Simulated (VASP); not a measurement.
A run of VASP 6.6.1:

INCAR

```
SYSTEM = ZnH6O
  PREC = Accurate
  ENCUT = 520
  EDIFF = 1E-7
  ISMEAR = 0
  SIGMA = 0.05
  LREAL = .False.
  LASPH = .True.
  NELM = 100
  ALGO = Normal
  ISIF = 2
  LWAVE = .False.
  LCHARG = .False.
  GGA = PS
  IBRION = 2
  NSW = 60
  EDIFFG = -0.03
```

Contents of KPOINTS:

```
regular mesh
0
Gamma
  1 1 1
  0 0 0
```

POSCAR

```
ZnH6O
1.0
   10.5000000000      0.0000000000      0.0000000000
    0.0000000000     11.4000000000      0.0000000000
    0.0000000000      0.0000000000     11.8000000000
Zn O H
1 1 6
Direct
    0.5000000000      0.4302551704      0.5021693242
    0.5000000000      0.5938406438      0.4486781334
    0.3789063162      0.3658611840      0.4600566483
    0.6210936838      0.3658611840      0.4600566483
    0.5000000000      0.4302551704      0.6335252564
    0.4242187914      0.6341388160      0.4750325177
    0.5757812086      0.6341388160      0.4750325177
    0.5000000000      0.5938406438      0.3664747436
```

Potentials or basis: VASP PAW PBE potentials, release 64 (Zn, O, H).

The run is started by

```bash
$ cat potpaw_PBE.64/Zn/POTCAR potpaw_PBE.64/O/POTCAR potpaw_PBE.64/H/POTCAR > POTCAR
$ mpirun -np 1 vasp_gam > vasp.out
```

Hardware: 1 thread of AMD EPYC 9R45 96-Core Processor (Zen 5), with other jobs on the host.

Estimate the wall time of this run.

It took 33 min on 1 thread of AMD EPYC 9R45 96-Core Processor (Zen 5) (shared host), peak memory 1.3 GiB. Counts: scf iterations 734, k points 1, ion steps 44.
